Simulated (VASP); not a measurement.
# Ga (Cmcm) in VASP: notebook, part 2 of 2

VASP 6.6.1. The steps go on from the part before.

### Step 4. Single point, PBEsol

This run uses another cell than the first one, of 17.93 Å³/atom.

Input file INCAR:

```
SYSTEM = Ga
PREC = Accurate
ENCUT = 520
EDIFF = 1E-6
ISMEAR = 0
SIGMA = 0.1
LREAL = .FALSE.
LASPH = .TRUE.
NELM = 60
ALGO = Fast
ISIF = 2
LWAVE = .FALSE.
LCHARG = .FALSE.
GGA = PS
NBANDS = 20
```

Input file KPOINTS:

```
Automatic mesh
0
G
  16 16 14
  0 0 0
```

Input file POSCAR:

```
Ga
1.0
    1.3689902073     -3.9525606226      0.0000000000
    1.3689902073      3.9525606226      0.0000000000
    0.0000000000      0.0000000000      3.3137977957
Ga
2
Direct
    0.8661296379      0.1338703621      0.2500000000
    0.1338703621      0.8661296379      0.7500000000
```

Potentials or basis: VASP PAW PBE potentials, release 64 (Ga_d).

On the command line:

```bash
$ cat potpaw_PBE.64/Ga_d/POTCAR > POTCAR
$ mpirun -np 1 vasp_std > vasp.out
```

OUTCAR:

```text
SYSTEM = Ga
   PREC = Accurate
   ENCUT = 520
   EDIFF = 1E-6
   ISMEAR = 0
   LREAL = .FALSE.
   LASPH = .TRUE.
   NELM = 60
   ISIF = 2
   GGA = PS

 ion  position               nearest neighbor table
   1  0.866  0.134  0.250-   2 2.69   2 2.69   2 2.83   2 2.83   2 2.83   2 2.83
   2  0.134  0.866  0.750-   1 2.69   1 2.69   1 2.83   1 2.83   1 2.83   1 2.83

  LATTYP: Found a base centered orthorhombic cell.
 ALAT       =     2.7379804146
 B/A-ratio  =     2.8872088358
 C/A-ratio  =     1.2103073411

  Lattice vectors:

 A1 = (   1.3689902073,  -3.9525606226,   0.0000000000)
 A2 = (   1.3689902073,   3.9525606226,   0.0000000000)
 A3 = (   0.0000000000,   0.0000000000,   3.3137977957)

Analysis of symmetry for initial positions (statically):
=====================================================================
 Subroutine PRICEL returns:
 Original cell was already a primitive cell.

 Routine SETGRP: Setting up the symmetry group for a
 base centered orthorhombic supercell.

 Subroutine GETGRP returns: Found  8 space group operations
 (whereof  4 operations were pure point group operations)
 out of a pool of  8 trial point group operations.

The static configuration has the point symmetry C_2h.
 The point group associated with its full space group is D_2h.

Analysis of symmetry for dynamics (positions and initial velocities):
=====================================================================
 Subroutine PRICEL returns:
 Original cell was already a primitive cell.

 Routine SETGRP: Setting up the symmetry group for a
 base centered orthorhombic supercell.

 Subroutine GETGRP returns: Found  8 space group operations
 (whereof  4 operations were pure point group operations)
 out of a pool of  8 trial point group operations.

The dynamic configuration has the point symmetry C_2h.
 The point group associated with its full space group is D_2h.

 Subroutine INISYM returns: Found  8 space group operations
 (whereof  4 operations are pure point group operations),
 and found     1 'primitive' translations

----------------------------------------------------------------------------------------

                                     Primitive cell

  volume of cell :      35.8620

  direct lattice vectors                    reciprocal lattice vectors
     1.368990207 -3.952560623  0.000000000     0.365232708 -0.126500274  0.000000000
     1.368990207  3.952560623  0.000000000     0.365232708  0.126500274  0.000000000
     0.000000000  0.000000000  3.313797796     0.000000000  0.000000000  0.301768563

  length of vectors
     4.182925969  4.182925969  3.313797796     0.386519404  0.386519404  0.301768563

  position of ions in fractional coordinates (direct lattice)
     0.866129638  0.133870362  0.250000000
     0.133870362  0.866129638  0.750000000

  ion indices of the primitive-cell ions
   primitive index   ion index
                 1           1
                 2           2

----------------------------------------------------------------------------------------

 KPOINTS: Automatic mesh

Automatic generation of k-mesh.
 Grid dimensions read from file:
 generate k-points for:   16   16   14

 Generating k-lattice:

  Cartesian coordinates                     Fractional coordinates (reciprocal lattice)
     0.022827044 -0.007906267  0.000000000     0.062500000  0.000000000  0.000000000
     0.022827044  0.007906267  0.000000000     0.000000000  0.062500000  0.000000000
     0.000000000  0.000000000  0.021554897     0.000000000  0.000000000  0.071428571

  Length of vectors
     0.024157463  0.024157463  0.021554897

  Shift w.r.t. Gamma in fractional coordinates (k-lattice)
     0.000000000  0.000000000  0.000000000

 Subroutine IBZKPT returns following result:
 ===========================================

 Found    584 irreducible k-points:

 Following reciprocal coordinates:
            Coordinates               Weight
  0.000000  0.000000  0.000000      1.000000
  0.062500  0.000000  0.000000      4.000000
  0.125000  0.000000  0.000000      4.000000
  0.187500 -0.000000  0.000000      4.000000
  0.250000  0.000000  0.000000      4.000000
  0.312500  0.000000  0.000000      4.000000
[... 16 lines left out ...]
 -0.125000  0.062500  0.000000      4.000000
 -0.062500  0.062500  0.000000      2.000000
 [... further k-points ...]
   k-points           NKPTS =    584   k-points in BZ     NKDIM =    584   number of bands    NBANDS=     20
   number of dos      NEDOS =    301   number of ions     NIONS =      2
   total plane-waves  NPLWV =  28672
   dimension x,y,z NGX =    32 NGY =   32 NGZ =   28
   dimension x,y,z NGXF=    64 NGYF=   64 NGZF=   56
   ions per type =               2
   NGX,Y,Z   is equivalent  to a cutoff of  12.72, 12.72, 14.05 a.u.
   NGXF,Y,Z  is equivalent  to a cutoff of  25.44, 25.44, 28.09 a.u.
 SYSTEM =  Ga
   PREC   = accura    normal or accurate (medium, high low for compatibility)
   ISTART =      0    job   : 0-new  1-cont  2-samecut
   ICHARG =      2    charge: 1-file 2-atom 10-const
   ISPIN  =      1    spin polarized calculation?
   LNONCOLLINEAR =      F non collinear calculations
   LSORBIT =      F    spin-orbit coupling
   LASPH  =      T    aspherical Exc in radial PAW
   ENCUT  =  520.0 eV  38.22 Ry    6.18 a.u.   7.78  7.78  6.16*2*pi/ulx,y,z
   NELM   =     60;   NELMIN=  2; NELMDL= -5     # of ELM steps
   EDIFF  = 0.1E-05   stopping-criterion for ELM
   LREAL  =      F    real-space projection
   EDIFFG = 0.1E-04   stopping-criterion for IOM
   NSW    =      0    number of steps for IOM
   IBRION =     -1    ionic relax: 0-MD 1-quasi-New 2-CG
   NFREE  =      0    steps in history (QN), initial steepest desc. (CG)
   ISIF   =      2    stress and relaxation
   ISYM   =      2    0-nonsym 1-usesym 2-fastsym
   POTIM  = 0.5000    time-step for ionic-motion
   TEBEG  =    0.0;   TEEND  =   0.0 temperature during run
   PSTRESS=    0.0 pullay stress
   NELECT =      26.0000    total number of electrons
   NUPDOWN=      -1.0000    fix difference up-down
   EMIN   =  10.00;   EMAX   =-10.00  energy-range for DOS
   EFERMI =   0.00;   METHOD = LEGACY
   ISMEAR =     0;   SIGMA  =   0.10  broadening in eV -4-tet -1-fermi 0-gaus
   EFERMI_NEDOS =   21; number of points for ismear=-14 and -15
   IALGO  =     68    algorithm
   IMIX   =      4    mixing-type and parameters
     AMIX     =   0.40;   BMIX     =  1.00
     AMIX_MAG =   1.60;   BMIX_MAG =  1.00
  volume/ion in A,a.u.               =      17.93       121.00
  Fermi-wavevector in a.u.,A,eV,Ry     =   1.470689  2.779200 29.428416  2.162928
  Thomas-Fermi vector in A             =   2.585916
   LORBIT       =      0    0 simple, 1 ext, 2 COOP (PROOUT), +10 PAW based schemes
   GGA     = PS    functional components
   LHFCALC =     F    Hartree Fock is set to
   AEXX    =    0.0000 exact exchange contribution
   IVDW    =     0    specifies the selected vdW correction
   LEPSILON=     F    determine dielectric tensor
   LRPA    =     F    only Hartree local field effects (RPA)
 non-spin polarized calculation
 RMM-DIIS sequential band-by-band and
 Gauss-broadening in eV      SIGMA  =   0.10
  energy-cutoff  :      520.00
  volume of cell :       35.86
 maximum number of plane-waves:       988
   NGX = 15   NGY = 15   NGZ = 13

 number of electron      26.0000001 magnetization

 Free energy of the ion-electron system (eV)
  ---------------------------------------------------
  ext. energy  EPLUGINS =         0.00000000
  ---------------------------------------------------
  free energy    TOTEN  =        -6.68735771 eV

  energy without entropy =       -6.68374480  energy(sigma->0) =       -6.68555125

 E-fermi :   5.8928     XC(G=0): -11.3657

 val. band max:        5.8894747122   @ k =   0.3125   0.2500   0.3571
 cond. band min:       5.8951775158   @ k =  -0.3125   0.0625   0.5000
 fundamental gap:      0.0057028036
 Fermi energy:         5.8928386822

 k-point     1 :       0.0000    0.0000    0.0000
  band No.  band energies     occupation
      1      -9.3308      2.00000
      2      -9.3293      2.00000
      3      -9.2716      2.00000
      4      -9.2707      2.00000
      5      -8.9715      2.00000
      6      -8.9709      2.00000
[... 12 lines left out ...]
     19      16.8011      0.00000
[... 513 lines left out ...]
      4      -9.2504      2.00000
      5      -8.9787      2.00000
      6      -8.9745      2.00000
[... 12 lines left out ...]
     19      16.9343      0.00000
     20      18.6211      0.00000

 [... further k-points ...]

------------------------ aborting loop because EDIFF is reached ----------------------------------------

  FORCE on cell =-STRESS in cart. coord.  units (eV):
  Direction    XX          YY          ZZ          XY          YZ          ZX
  --------------------------------------------------------------------------------------
  -------------------------------------------------------------------------------------
  Total        0.0199097      0.0293634      0.0221176      0.0000000     -0.0000000      0.0000000
  in kB        0.8894894      1.3118417      0.9881285      0.0000000     -0.0000000      0.0000000
  external PRESSURE =       1.0631532 kB  Pullay stress =       0.0000000 kB

 VOLUME and BASIS-vectors are now :
 -----------------------------------------------------------------------------
  energy-cutoff  :      520.00
  volume of cell :       35.86
      direct lattice vectors                 reciprocal lattice vectors
     1.368990207 -3.952560623  0.000000000     0.365232708 -0.126500274  0.000000000
     1.368990207  3.952560623  0.000000000     0.365232708  0.126500274  0.000000000
     0.000000000  0.000000000  3.313797796     0.000000000  0.000000000  0.301768563

 POSITION                                       TOTAL-FORCE (eV/Angst)
 -----------------------------------------------------------------------------------
      1.36899     -2.89430      0.82845         0.000000     -0.000636      0.000000
      1.36899      2.89430      2.48535         0.000000      0.000636      0.000000
 -----------------------------------------------------------------------------------
    total drift:                                0.000000      0.000000      0.000000

  FREE ENERGIE OF THE ION-ELECTRON SYSTEM (eV)
  ---------------------------------------------------
  free  energy   TOTEN  =        -6.6873577069 eV

  energy  without entropy=       -6.6837448008  energy(sigma->0) =       -6.68555125
```

stdout:

```text
POSCAR found type information on POSCAR Ga
 POSCAR found :  1 types and       2 ions
 scaLAPACK will be used
 -----------------------------------------------------------------------------
|                                                                             |
|                                                                             |
|     You enforced a specific xc type in the INCAR file but a different       |
|     I HOPE YOU KNOW WHAT YOU ARE DOING!                                     |
|                                                                             |
 -----------------------------------------------------------------------------

 LDA part: xc-table for (Slater+PW92), standard interpolation
 POSCAR, INCAR and KPOINTS ok, starting setup
 FFT: planning ... GRIDC
 FFT: planning ... GRID_SOFT
 FFT: planning ... GRID
 WAVECAR not read
 entering main loop
WARNING in EDDRMM: call to ZHEGV failed, returncode =   8  4     16
WARNING in EDDRMM: call to ZHEGV failed, returncode =   6  3     17
```

It took 12 min on 1 thread of Intel Xeon 8259CL, shared host; peak memory 0.44 GiB.

Results:

- Free energy: -6.6874 eV
- Pressure: 0.1 GPa
- Band gap on the k mesh: zero (bands 13 and 14 overlap by 8.65 eV)

Caveat: the PAW data sets were made with another functional, which shifts forces and pressure a little.

### Step 5. Single point, PBEsol

This run uses another cell than the first one, of 17.97 Å³/atom.

Input file INCAR:

```
SYSTEM = Ga
PREC = Accurate ; ENCUT = 520
EDIFF = 1E-6 ; ISMEAR = -1
SIGMA = 0.15 ; LREAL = .FALSE.
LASPH = .TRUE. ; NELM = 80
ALGO = Fast ; ISIF = 2
LWAVE = .FALSE. ; LCHARG = .TRUE.
GGA = PS ; LELF = .TRUE.
LVHAR = .TRUE. ; NBANDS = 20
```

KPOINTS is that of step 4.

Input file POSCAR:

```
Ga
1.0
    1.3685615647     -3.9724823776      0.0000000000
    1.3685615647      3.9724823776      0.0000000000
    0.0000000000      0.0000000000      3.3057330477
Ga
2
Direct
    0.8662816437      0.1337183563      0.2500000000
    0.1337183563      0.8662816437      0.7500000000
```

Potentials or basis: VASP PAW PBE potentials, release 64 (Ga_d).

On the command line:

```bash
$ cat potpaw_PBE.64/Ga_d/POTCAR > POTCAR
$ mpirun -np 1 vasp_std > vasp.out
```

OUTCAR:

```text
SYSTEM = Ga
   PREC = Accurate
   ENCUT = 520
   EDIFF = 1E-6
   ISMEAR = -1
   LREAL = .FALSE.
   LASPH = .TRUE.
   NELM = 80
   ISIF = 2
   GGA = PS

 ion  position               nearest neighbor table
   1  0.866  0.134  0.250-   2 2.69   2 2.69   2 2.83   2 2.83   2 2.83   2 2.83
   2  0.134  0.866  0.750-   1 2.69   1 2.69   1 2.83   1 2.83   1 2.83   1 2.83

  LATTYP: Found a base centered orthorhombic cell.
 ALAT       =     2.7371231294
 B/A-ratio  =     2.9026698397
 C/A-ratio  =     1.2077399852

  Lattice vectors:

 A1 = (   1.3685615647,  -3.9724823776,   0.0000000000)
 A2 = (   1.3685615647,   3.9724823776,   0.0000000000)
 A3 = (   0.0000000000,   0.0000000000,   3.3057330477)

Analysis of symmetry for initial positions (statically):
=====================================================================
 Subroutine PRICEL returns:
 Original cell was already a primitive cell.

 Routine SETGRP: Setting up the symmetry group for a
 base centered orthorhombic supercell.

[... 163 lines left out ...]
  ---------------------------------------------------
  free energy    TOTEN  =        -6.71054728 eV

  energy without entropy =       -6.66052373  energy(sigma->0) =       -6.68553551

 E-fermi :   5.8364     XC(G=0): -11.3542

 val. band max:        5.8285957325   @ k =  -0.2500   0.0625   0.5000
 cond. band min:       5.8412852955   @ k =   0.3750   0.3750   0.2857
 fundamental gap:      0.0126895630
 Fermi energy:         5.8363500889

 k-point     1 :       0.0000    0.0000    0.0000
  band No.  band energies     occupation
      1      -9.3466      2.00000
      2      -9.3423      2.00000
      3      -9.2892      2.00000
      4      -9.2861      2.00000
      5      -8.9871      2.00000
      6      -8.9865      2.00000
[... 541 lines left out ...]
     19      16.9086      0.00000
     20      18.6055      0.00000

 [... further k-points ...]

------------------------ aborting loop because EDIFF is reached ----------------------------------------

  FORCE on cell =-STRESS in cart. coord.  units (eV):
  Direction    XX          YY          ZZ          XY          YZ          ZX
  --------------------------------------------------------------------------------------
  -------------------------------------------------------------------------------------
  Total        0.0230759      0.0221784      0.0205537      0.0000000      0.0000000      0.0000000
  in kB        1.0285988      0.9885901      0.9161698      0.0000000      0.0000000      0.0000000
  external PRESSURE =       0.9777863 kB  Pullay stress =       0.0000000 kB

 VOLUME and BASIS-vectors are now :
 -----------------------------------------------------------------------------
  energy-cutoff  :      520.00
  volume of cell :       35.94
      direct lattice vectors                 reciprocal lattice vectors
     1.368561565 -3.972482378  0.000000000     0.365347101 -0.125865882  0.000000000
     1.368561565  3.972482378  0.000000000     0.365347101  0.125865882  0.000000000
     0.000000000  0.000000000  3.305733048     0.000000000  0.000000000  0.302504765

 POSITION                                       TOTAL-FORCE (eV/Angst)
 -----------------------------------------------------------------------------------
      1.36856     -2.91009      0.82643         0.000000      0.000195     -0.000000
      1.36856      2.91009      2.47930         0.000000     -0.000195      0.000000
 -----------------------------------------------------------------------------------
    total drift:                                0.000000      0.000000      0.000000

  FREE ENERGIE OF THE ION-ELECTRON SYSTEM (eV)
  ---------------------------------------------------
  free  energy   TOTEN  =        -6.7105472808 eV

  energy  without entropy=       -6.6605237340  energy(sigma->0) =       -6.68553551
```

OSZICAR:

```text
N       E                     dE             d eps       ncg     rms          rms(c)
DAV:   1     0.130278824429E+03    0.13028E+03   -0.13163E+04 24752   0.249E+03
DAV:   2     0.436120905017E+01   -0.12592E+03   -0.12278E+03 24064   0.383E+02
DAV:   3    -0.664079506557E+01   -0.11002E+02   -0.10940E+02 26316   0.939E+01
DAV:   4    -0.680242960686E+01   -0.16163E+00   -0.16153E+00 26924   0.125E+01
DAV:   5    -0.680512809117E+01   -0.26985E-02   -0.26983E-02 26780   0.158E+00    0.160E+00
RMM:   6    -0.672608455552E+01    0.79044E-01   -0.13619E-01 31375   0.449E+00    0.772E-01
RMM:   7    -0.671227385050E+01    0.13811E-01   -0.33249E-02 32659   0.177E+00    0.232E-01
RMM:   8    -0.671048511140E+01    0.17887E-02   -0.38887E-03 34290   0.592E-01    0.190E-02
RMM:   9    -0.671052969260E+01   -0.44581E-04   -0.63446E-04 33647   0.307E-01    0.126E-02
RMM:  10    -0.671054517586E+01   -0.15483E-04   -0.18871E-04 38858   0.129E-01    0.470E-03
RMM:  11    -0.671054709255E+01   -0.19167E-05   -0.17972E-05 30604   0.376E-02    0.208E-03
RMM:  12    -0.671054728077E+01   -0.18822E-06   -0.37867E-06 20282   0.208E-02
   1 F= -.67105473E+01 E0= -.66855355E+01  d E =-.500235E-01
```

It took 13 min on 1 thread of Intel Xeon 8259CL, shared host; peak memory 0.44 GiB.

Results:

```yaml
Free_energy: -6.7105 eV
Pressure: 0.1 GPa
Band_gap_on_the_k_mesh: zero (bands 13 and 14 overlap by 8.70 eV)
```

Levels at points of the mesh, in eV from the Fermi level:
| k point | band 9 | band 10 | band 11 | band 12 | band 13 | band 14 | band 15 | band 16 | band 17 | band 18 |
| --- | --- | --- | --- | --- | --- | --- | --- | --- | --- | --- |
| (0.00, 0.00, 0.00) | -14.76 | -14.62 | -11.53 | -2.15 | -1.53 | 1.50 | 5.35 | 9.72 | 10.42 | 10.75 |
| (0.50, 0.00, 0.00) | -14.69 | -14.64 | -6.14 | -5.27 | -1.46 | 0.12 | 6.08 | 6.64 | 8.61 | 9.39 |
| (0.50, 0.50, 0.00) | -14.72 | -14.68 | -9.46 | -8.67 | 3.81 | 4.72 | 5.87 | 6.13 | 7.62 | 11.11 |
| (0.00, 0.00, 0.50) | -14.69 | -14.69 | -8.01 | -8.01 | 1.65 | 1.65 | 2.58 | 2.58 | 11.96 | 11.96 |
| (0.50, 0.00, 0.50) | -14.64 | -14.64 | -2.86 | -2.86 | -1.76 | -1.76 | 2.05 | 2.05 | 4.53 | 4.53 |
| (0.50, 0.50, 0.50) | -14.77 | -14.77 | -6.16 | -6.16 | -4.55 | -4.55 | 11.14 | 11.14 | 12.14 | 12.14 |

Caveat: the PAW data sets were made with another functional, which shifts forces and pressure a little.

### Step 6. The runs side by side

| cell | smearing | further INCAR settings | gap on the mesh (eV) | pressure (GPa) |
| --- | --- | --- | --- | --- |
| a = 4.122, b = 4.122, c = 3.217 Å, angles 90.0, 90.0, 142.2°, 2 atoms, atomic positions A | fermi-dirac 0.15 eV | ALGO = Fast; EDIFF = 1e-07; NBANDS = 20 | none | 5.2 |
| a = 4.177, b = 4.177, c = 3.280 Å, angles 90.0, 90.0, 142.0°, 2 atoms, atomic positions B | fermi-dirac 0.15 eV | ALGO = Fast; EDIFF = 1e-06; NBANDS = 20 | none | 1.4 |
| a = 4.183, b = 4.183, c = 3.314 Å, angles 90.0, 90.0, 141.8°, 2 atoms, atomic positions C | gaussian 0.1 eV | ALGO = Fast; EDIFF = 1e-06; NBANDS = 20 | none | 0.1 |
| a = 4.202, b = 4.202, c = 3.306 Å, angles 90.0, 90.0, 142.0°, 2 atoms, atomic positions D | fermi-dirac 0.15 eV | ALGO = Fast; EDIFF = 1e-06; NBANDS = 20 | none | 0.1 |

Alike in all rows: task single point; level PBEsol; potentials or basis VASP PAW PBE potentials, release 64 (Ga_d); no spin polarisation; k mesh 16 × 16 × 14; cutoff (eV) 520.

Caveats: the PAW data sets were made with another functional, which shifts forces and pressure a little; the cell stands under pressure (at least some runs).

Total energies depend on the potentials used, so only differences within one code and one set of settings carry meaning.
